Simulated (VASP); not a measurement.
# MgCdTe3 (R32) in VASP: further runs

MgCdTe3 is run at these levels: PBE; tasks: single point, relaxation of cell and atoms.

Program: VASP 6.6.1. These are calculated values, not measurements. Logs are shortened: lines on timing, memory, paths and dates and some standing lists are left out, and cuts for length are marked.

## (1) The cell of the first run

It takes space group R32 (No. 155, trigonal). Conventional cell: a = 7.928 Å, b = 7.928 Å, c = 9.742 Å, α = 90.00°, β = 90.00°, γ = 120.00°. Within 3.6 Å of Mg (site symmetry 32) lie 3 Te at 2.76 Å. Cd (site symmetry 32) has 6 Te at 3.05 Å within 4.0 Å. Within 3.6 Å of Te (site symmetry 2) lie 1 Mg at 2.76 Å and 2 Cd at 3.05 Å and 2 Te at 3.25 Å.

The cell was generated, and may not be a known phase.

## (2) Single point, PBE

File INCAR:

```
PREC = Accurate
ENCUT = 520
EDIFF = 1E-7
ISMEAR = 0
SIGMA = 0.1
LREAL = F
LASPH = T
NELM = 100
ALGO = Normal
ISIF = 2
LWAVE = F
LCHARG = F
GGA = PE
NBANDS = 24
```

File KPOINTS:

```
Automatic mesh
0
Gamma
  6 6 6
```

File POSCAR:

```
MgCdTe3
1.0
    3.9639566165      2.2885914196      3.2472584038
   -3.9639566165      2.2885914196      3.2472584038
    0.0000000000     -4.5771828392      3.2472584038
Mg Cd Te
1 1 3
Direct
    0.5000000000      0.5000000000      0.5000000000
    0.0000000000      0.0000000000      0.0000000000
    0.1521744863      0.5000000000      0.8478255137
    0.8478255137      0.1521744863      0.5000000000
    0.5000000000      0.8478255137      0.1521744863
```

Potentials or basis: VASP PAW PBE potentials, release 64 (Mg, Cd, Te).

Command:

```console
cat potpaw_PBE.64/Mg/POTCAR potpaw_PBE.64/Cd/POTCAR potpaw_PBE.64/Te/POTCAR > POTCAR
mpirun -np 1 vasp_std > vasp.out
```

OUTCAR:

```text
PREC = Accurate
   ENCUT = 520
   EDIFF = 1E-7
   ISMEAR = 0
   LREAL = F
   LASPH = T
   NELM = 100
   ISIF = 2
   GGA = PE

 ion  position               nearest neighbor table
   1  0.500  0.500  0.500-   4 2.76   3 2.76   5 2.76
   2  0.000  0.000  0.000-   5 3.05   3 3.05   3 3.05   5 3.05   4 3.05   4 3.05
   3  0.152  0.500  0.848-   1 2.76   2 3.05   2 3.05   4 3.25   5 3.25
   4  0.848  0.152  0.500-   1 2.76   2 3.05   2 3.05   5 3.25   3 3.25
   5  0.500  0.848  0.152-   1 2.76   2 3.05   2 3.05   4 3.25   3 3.25

  LATTYP: Found a trigonal (rhomboedric) cell.
 ALAT       =     5.6120664540
 COS(alpha) =     0.0022030523

  Lattice vectors:

 A1 = (   3.9639566165,   2.2885914196,   3.2472584038)
 A2 = (  -3.9639566165,   2.2885914196,   3.2472584038)
 A3 = (   0.0000000000,  -4.5771828392,   3.2472584038)

Analysis of symmetry for initial positions (statically):
=====================================================================
 Subroutine PRICEL returns:
 Original cell was already a primitive cell.

 Routine SETGRP: Setting up the symmetry group for a
 trigonal (rhombohedral) supercell.

 Subroutine GETGRP returns: Found  6 space group operations
 (whereof  6 operations were pure point group operations)
 out of a pool of 12 trial point group operations.

The static configuration has the point symmetry D_3 .

Analysis of symmetry for dynamics (positions and initial velocities):
=====================================================================
 Subroutine PRICEL returns:
 Original cell was already a primitive cell.

 Routine SETGRP: Setting up the symmetry group for a
 trigonal (rhombohedral) supercell.

 Subroutine GETGRP returns: Found  6 space group operations
 (whereof  6 operations were pure point group operations)
 out of a pool of 12 trial point group operations.

The dynamic configuration has the point symmetry D_3 .

 Subroutine INISYM returns: Found  6 space group operations
 (whereof  6 operations are pure point group operations),
 and found     1 'primitive' translations

----------------------------------------------------------------------------------------

                                     Primitive cell

  volume of cell :     176.7524

  direct lattice vectors                    reciprocal lattice vectors
     3.963956616  2.288591420  3.247258404     0.126136597  0.072824998  0.102650695
    -3.963956616  2.288591420  3.247258404    -0.126136597  0.072824998  0.102650695
     0.000000000 -4.577182839  3.247258404     0.000000000 -0.145649997  0.102650695

  length of vectors
     5.612066454  5.612066454  5.612066454     0.178188347  0.178188347  0.178188347

  position of ions in fractional coordinates (direct lattice)
     0.500000000  0.500000000  0.500000000
     0.000000000  0.000000000  0.000000000
     0.152174486  0.500000000  0.847825514
     0.847825514  0.152174486  0.500000000
     0.500000000  0.847825514  0.152174486

  ion indices of the primitive-cell ions
   primitive index   ion index
                 1           1
                 2           2
                 3           3
                 4           4
                 5           5

----------------------------------------------------------------------------------------

 KPOINTS: Automatic mesh

Automatic generation of k-mesh.
 Grid dimensions read from file:
 generate k-points for:    6    6    6

 Generating k-lattice:

  Cartesian coordinates                     Fractional coordinates (reciprocal lattice)
     0.021022766  0.012137500  0.017108449     0.166666667  0.000000000  0.000000000
    -0.021022766  0.012137500  0.017108449     0.000000000  0.166666667  0.000000000
     0.000000000 -0.024274999  0.017108449     0.000000000  0.000000000  0.166666667

  Length of vectors
     0.029698058  0.029698058  0.029698058

  Shift w.r.t. Gamma in fractional coordinates (k-lattice)
     0.000000000  0.000000000  0.000000000

 Subroutine IBZKPT returns following result:
 ===========================================

 Found     32 irreducible k-points:

 Following reciprocal coordinates:
            Coordinates               Weight
  0.000000  0.000000  0.000000      1.000000
  0.166667 -0.000000 -0.000000      6.000000
  0.333333  0.000000 -0.000000      6.000000
  0.500000 -0.000000 -0.000000      3.000000
  0.166667  0.166667 -0.000000      6.000000
  0.333333  0.166667 -0.000000     12.000000
[... 16 lines left out ...]
  0.500000  0.500000  0.166667      6.000000
 -0.333333  0.500000  0.166667     12.000000
 [... further k-points ...]
   k-points           NKPTS =     32   k-points in BZ     NKDIM =     32   number of bands    NBANDS=     24
   number of dos      NEDOS =    301   number of ions     NIONS =      5
   total plane-waves  NPLWV =  74088
   dimension x,y,z NGX =    42 NGY =   42 NGZ =   42
   dimension x,y,z NGXF=    84 NGYF=   84 NGZF=   84
   ions per type =               1   1   3
[... 42 lines left out ...]
   LRPA    =     F    only Hartree local field effects (RPA)
 non-spin polarized calculation
 Gauss-broadening in eV      SIGMA  =   0.10
  energy-cutoff  :      520.00
  volume of cell :      176.75
 maximum number of plane-waves:      4780
 NGX is ok and might be reduce to    42
   NGX = 21   NGY = 21   NGZ = 21

 number of electron      31.9999998 magnetization

 Free energy of the ion-electron system (eV)
  ---------------------------------------------------
  ext. energy  EPLUGINS =         0.00000000
  ---------------------------------------------------
  free energy    TOTEN  =       -13.05105080 eV

  energy without entropy =      -13.04337965  energy(sigma->0) =      -13.04721522

 E-fermi :   3.2508     XC(G=0):  -8.2518

 val. band max:        3.2445696886   @ k =  -0.1667   0.5000   0.1667
 cond. band min:       3.3326828098   @ k =   0.3333   0.1667  -0.0000
 fundamental gap:      0.0881131212
 Fermi energy:         3.2507790936

 k-point     1 :       0.0000    0.0000    0.0000
  band No.  band energies     occupation
      1      -8.6697      2.00000
      2      -7.2285      2.00000
      3      -7.2285      2.00000
      4      -5.5529      2.00000
      5      -5.5529      2.00000
      6      -5.4057      2.00000
[... 16 lines left out ...]
     23       8.0118      0.00000
     24       8.0118      0.00000

 k-point     2 :       0.1667   -0.0000   -0.0000
  band No.  band energies     occupation
      1      -8.6024      2.00000
      2      -7.5061      2.00000
      3      -6.9916      2.00000
      4      -5.5593      2.00000
      5      -5.5446      2.00000
      6      -5.4076      2.00000
[... 16 lines left out ...]
     23       7.8567      0.00000
     24       8.2720      0.00000

 k-point     3 :       0.3333    0.0000   -0.0000
  band No.  band energies     occupation
      1      -8.4127      2.00000
      2      -7.8144      2.00000
      3      -6.8186      2.00000
      4      -5.5633      2.00000
      5      -5.5248      2.00000
      6      -5.4157      2.00000
[... 16 lines left out ...]
     23       7.8577      0.00000
     24       8.1606      0.00000

 k-point     4 :       0.5000   -0.0000   -0.0000
  band No.  band energies     occupation
      1      -8.1651      2.00000
      2      -8.1002      2.00000
      3      -6.7526      2.00000
      4      -5.5647      2.00000
      5      -5.4945      2.00000
      6      -5.4500      2.00000
[... 16 lines left out ...]
     23       7.6150      0.00000
     24       8.4608      0.00000

 k-point     5 :       0.1667    0.1667   -0.0000
  band No.  band energies     occupation
      1      -8.4934      2.00000
      2      -7.7517      2.00000
      3      -6.8167      2.00000
      4      -5.5668      2.00000
      5      -5.5403      2.00000
      6      -5.4086      2.00000
[... 451 lines left out ...]
 k-point    22 :      -0.1667    0.3333    0.1667
  band No.  band energies     occupation
      1      -8.3425      2.00000
      2      -7.7963      2.00000
      3      -6.8418      2.00000
      4      -5.5561      2.00000
      5      -5.5150      2.00000
      6      -5.4171      2.00000
[... 16 lines left out ...]
     23       8.0018      0.00000
     24       8.8404      0.00000

 k-point    23 :       0.5000    0.5000    0.1667
  band No.  band energies     occupation
      1      -8.2447      2.00000
      2      -7.5476      2.00000
      3      -7.1080      2.00000
      4      -5.5298      2.00000
      5      -5.4941      2.00000
      6      -5.4438      2.00000
[... 16 lines left out ...]
     23       8.2778      0.00000
     24       9.1237      0.00000

 k-point    24 :      -0.3333    0.5000    0.1667
  band No.  band energies     occupation
      1      -8.1789      2.00000
      2      -7.8440      2.00000
      3      -6.8667      2.00000
      4      -5.5410      2.00000
      5      -5.4663      2.00000
      6      -5.4545      2.00000
[... 16 lines left out ...]
     23       8.4368      0.00000
     24       9.1635      0.00000

 [... further k-points ...]
[... 5 lines left out ...]
  --------------------------------------------------------------------------------------
  -------------------------------------------------------------------------------------
  Total        0.0759968      0.0759968      0.0345750      0.0000000      0.0000000      0.0000000
  in kB        0.6888751      0.6888751      0.3134062      0.0000000      0.0000000      0.0000000
  external PRESSURE =       0.5637188 kB  Pullay stress =       0.0000000 kB

 VOLUME and BASIS-vectors are now :
 -----------------------------------------------------------------------------
  energy-cutoff  :      520.00
  volume of cell :      176.75
      direct lattice vectors                 reciprocal lattice vectors
     3.963956616  2.288591420  3.247258404     0.126136597  0.072824998  0.102650695
    -3.963956616  2.288591420  3.247258404    -0.126136597  0.072824998  0.102650695
     0.000000000 -4.577182839  3.247258404     0.000000000 -0.145649997  0.102650695

 POSITION                                       TOTAL-FORCE (eV/Angst)
 -----------------------------------------------------------------------------------
      0.00000      0.00000      4.87089        -0.000000      0.000000      0.000000
      0.00000      0.00000      0.00000         0.000000     -0.000000      0.000000
     -1.37877     -2.38809      4.87089         0.001244      0.002155      0.000000
      2.75753      0.00000      4.87089        -0.002488      0.000000     -0.000000
     -1.37877      2.38809      4.87089         0.001244     -0.002155      0.000000
 -----------------------------------------------------------------------------------
    total drift:                               -0.000000     -0.000000     -0.000000

  FREE ENERGIE OF THE ION-ELECTRON SYSTEM (eV)
  ---------------------------------------------------
  free  energy   TOTEN  =       -13.0510507956 eV

  energy  without entropy=      -13.0433796482  energy(sigma->0) =      -13.04721522
```

Wall time 59 s (1 thread of Intel Xeon 6975P-C (Granite Rapids), shared host); peak memory 0.35 GiB.

What came out:

```
Free energy            : -13.0511 eV
Pressure               : 0.1 GPa
Band gap on the k mesh : zero (bands 16 and 17 overlap by 0.47 eV)
```

Forces on the atoms (eV/Å):
```
Mg   0.000  0.000  0.000
Cd   0.000  0.000  0.000
Te   0.001  0.002  0.000
Te  -0.002  0.000  0.000
Te   0.001 -0.002  0.000
```

Levels at points of the mesh, in eV from the Fermi level:
| k point | band 14 | band 15 | band 16 | band 17 | band 18 | band 19 |
| --- | --- | --- | --- | --- | --- | --- |
| (0.00, 0.00, 0.00) | -2.21 | -1.61 | -1.61 | -0.22 | 2.10 | 2.67 |
| (0.50, 0.00, 0.00) | -1.99 | -0.69 | -0.09 | -0.07 | 0.97 | 2.91 |
| (0.50, 0.50, 0.00) | -2.05 | -1.44 | -0.99 | 1.18 | 2.50 | 2.64 |
| (0.50, 0.50, 0.50) | -0.22 | -0.22 | 0.26 | 0.26 | 3.26 | 3.35 |

Caveat: semilocal functionals underestimate gaps, and a narrow one can read as zero; spin-orbit coupling is left out, which moves the levels of the heavy elements.

## (3) Relaxation of cell and atoms, PBE

This run uses another cell than the first one, of 35.26 Å³/atom.

File INCAR:

```
PREC = Accurate
ENCUT = 600
EDIFF = 1E-6
ISMEAR = 0
SIGMA = 0.01
LREAL = F
LASPH = T
NELM = 100
ALGO = Normal
ISIF = 3
LWAVE = F
LCHARG = F
GGA = PE
IBRION = 2
NSW = 100
EDIFFG = -0.01
```

File KPOINTS:

```
regular mesh
0
Gamma
  6 6 6
```

File POSCAR:

```
MgCdTe3
1.0
    3.9611358596      2.2869628548      3.2432174264
   -3.9611358596      2.2869628548      3.2432174264
    0.0000000000     -4.5739257097      3.2432174264
Mg Cd Te
1 1 3
Direct
    0.5000000000      0.5000000000      0.5000000000
    0.0000000000      0.0000000000      0.0000000000
    0.1534272207      0.5000000000      0.8465727793
    0.8465727793      0.1534272207      0.5000000000
    0.5000000000      0.8465727793      0.1534272207
```

Potentials or basis: VASP PAW PBE potentials, release 64 (Mg, Cd, Te).

Command:

```console
cat potpaw_PBE.64/Mg/POTCAR potpaw_PBE.64/Cd/POTCAR potpaw_PBE.64/Te/POTCAR > POTCAR
mpirun -np 1 vasp_std > vasp.out
```

Wall time 3 min (1 thread of Intel Xeon 6975P-C (Granite Rapids), shared host); peak memory 0.45 GiB.

Results (log left out):

| Item | Value |
| --- | --- |
| Free energy | -13.0475 eV |
| Relaxed volume | 35.39 Å³/atom |
| Relaxed cell | a = 5.614 Å, b = 5.614 Å, c = 5.614 Å, α = 89.88°, β = 89.88°, γ = 89.88° |
| Space group after relaxing (to 0.1 Å) | R32 (No. 155) |
| Energy gained by relaxing | 0.2 meV/atom |
| Ionic steps | 6 |
| Pressure after relaxing | 0.0 GPa |
| Band gap on the k mesh | zero (bands 16 and 17 overlap by 0.48 eV) |

Step by step:
```csv
step,energy change (eV),largest force (eV/Å),pressure (GPa),volume (Å³)
1,0.0000,0.0633,0.19,176.28
2,-0.0009,0.0263,-0.05,177.37
3,-0.0009,0.0277,-0.04,177.32
4,-0.0010,0.0189,-0.02,177.20
5,-0.0012,0.0023,0.00,176.98
6,-0.0012,0.0012,0.00,176.95
```

Final structure:
```cif
data_structure
_symmetry_space_group_name_H-M 'P 1'
_symmetry_Int_Tables_number 1
_cell_length_a 5.6142
_cell_length_b 5.6142
_cell_length_c 5.6142
_cell_angle_alpha 89.884
_cell_angle_beta 89.884
_cell_angle_gamma 89.884
_cell_volume 176.95
loop_
_atom_site_label
_atom_site_type_symbol
_atom_site_fract_x
_atom_site_fract_y
_atom_site_fract_z
_atom_site_occupancy
Mg1 Mg 0.50000 0.50000 0.50000 1
Cd1 Cd 0.00000 0.00000 0.00000 1
Te1 Te 0.15238 0.50000 0.84762 1
Te2 Te 0.84762 0.15238 0.50000 1
Te3 Te 0.50000 0.84762 0.15238 1
```

Levels at points of the mesh, in eV from the Fermi level:
```
           k point  band 14  band 15  band 16  band 17  band 18  band 19
(0.00, 0.00, 0.00)    -2.20    -1.61    -1.61    -0.22     2.11     2.68
(0.50, 0.00, 0.00)    -1.99    -0.68    -0.08    -0.06     0.97     2.92
(0.50, 0.50, 0.00)    -2.04    -1.43    -0.99     1.18     2.51     2.65
(0.50, 0.50, 0.50)    -0.21    -0.21     0.26     0.26     3.26     3.35
```

Caveat: semilocal functionals underestimate gaps, and a narrow one can read as zero; spin-orbit coupling is left out, which moves the levels of the heavy elements.

## (4) Relaxation of cell and atoms, PBE

File INCAR:

```
PREC = Accurate ; ENCUT = 600
EDIFF = 1E-7 ; ISMEAR = 0
SIGMA = 0.1 ; LREAL = False
LASPH = True ; NELM = 80
ALGO = Normal ; ISIF = 3
LWAVE = False ; LCHARG = False
GGA = PE ; IBRION = 2
NSW = 100 ; EDIFFG = -0.01
```

File KPOINTS:

```
Automatic mesh
0
Gamma
  6 6 6
```

File POSCAR:

```
MgCdTe3
1.0
    3.9639566165      2.2885914196      3.2472584038
   -3.9639566165      2.2885914196      3.2472584038
    0.0000000000     -4.5771828392      3.2472584038
Mg Cd Te
1 1 3
Direct
    0.5000000000      0.5000000000      0.5000000000
    0.0000000000      0.0000000000      0.0000000000
    0.1521744863      0.5000000000      0.8478255137
    0.8478255137      0.1521744863      0.5000000000
    0.5000000000      0.8478255137      0.1521744863
```

Command:

```console
cat potpaw_PBE.64/Mg/POTCAR potpaw_PBE.64/Cd/POTCAR potpaw_PBE.64/Te/POTCAR > POTCAR
mpirun -np 1 vasp_std > vasp.out
```

Run time: 80 s. Hardware: 1 thread of Intel Xeon 6975P-C (Granite Rapids), shared host; peak memory 0.44 GiB.

The run converged. Its results:

- Free energy: -13.0509 eV
- Relaxed volume: 35.40 Å³/atom
- Relaxed cell: a = 5.615 Å, b = 5.615 Å, c = 5.615 Å, α = 89.89°, β = 89.89°, γ = 89.89°
- Space group after relaxing (to 0.1 Å): R32 (No. 155)
- Energy gained by relaxing: 0.0 meV/atom
- Ionic steps: 2
- Pressure after relaxing: 0.0 GPa
- Largest force after relaxing: 0.006 eV/Å
- Band gap on the k mesh: zero (bands 16 and 17 overlap by 0.48 eV)

Forces on the atoms (eV/Å):
```
Mg   0.000  0.000  0.000
Cd   0.000  0.000  0.000
Te   0.003  0.005  0.000
Te  -0.006  0.000  0.000
Te   0.003 -0.005  0.000
```

Final structure:
```
Mg Cd Te
1.0
     3.96626    2.28992    3.24788
    -3.96626    2.28992    3.24788
     0.00000   -4.57984    3.24788
Mg Cd Te
1 1 3
Direct
  0.50000 0.50000 0.50000
  0.00000 0.00000 0.00000
  0.15219 0.50000 0.84781
  0.84781 0.15219 0.50000
  0.50000 0.84781 0.15219
```

Levels at points of the mesh, in eV from the Fermi level:
```csv
k point,band 14,band 15,band 16,band 17,band 18,band 19
"(0.00, 0.00, 0.00)",-2.21,-1.61,-1.61,-0.22,2.10,2.67
"(0.50, 0.00, 0.00)",-1.99,-0.69,-0.09,-0.07,0.97,2.90
"(0.50, 0.50, 0.00)",-2.05,-1.44,-0.99,1.18,2.50,2.64
"(0.50, 0.50, 0.50)",-0.22,-0.22,0.26,0.26,3.25,3.34
```

Caveat: semilocal functionals underestimate gaps, and a narrow one can read as zero; spin-orbit coupling is left out, which moves the levels of the heavy elements.

## (5) Overview

| task | cell | cutoff (eV) | smearing | gap on the mesh (eV) | pressure (GPa) | relaxed volume (Å³/atom) |
| --- | --- | --- | --- | --- | --- | --- |
| single point | a = 5.612 Å, angles 89.9°, 5 atoms, atomic positions A | 520 | gaussian 0.1 eV | none | 0.1 | - |
| relaxation of cell and atoms | relaxed from a = 5.607 Å, angles 89.9°, 5 atoms, atomic positions B | 600 | gaussian 0.01 eV | none | 0.0 | 35.39 |
| relaxation of cell and atoms | relaxed from a = 5.612 Å, angles 89.9°, 5 atoms, atomic positions A | 600 | gaussian 0.1 eV | none | 0.0 | 35.40 |

Alike in all rows: level PBE; potentials or basis VASP PAW PBE potentials, release 64 (Mg, Cd, Te); no spin polarisation; k mesh 6 × 6 × 6.

Caveats: semilocal functionals underestimate gaps, and a narrow one can read as zero; spin-orbit coupling is left out, which moves the levels of the heavy elements.

Absolute energies hang on the potentials; compare differences alone.

The gap in the log of VASP goes by the Fermi energy; the results here count the filled bands.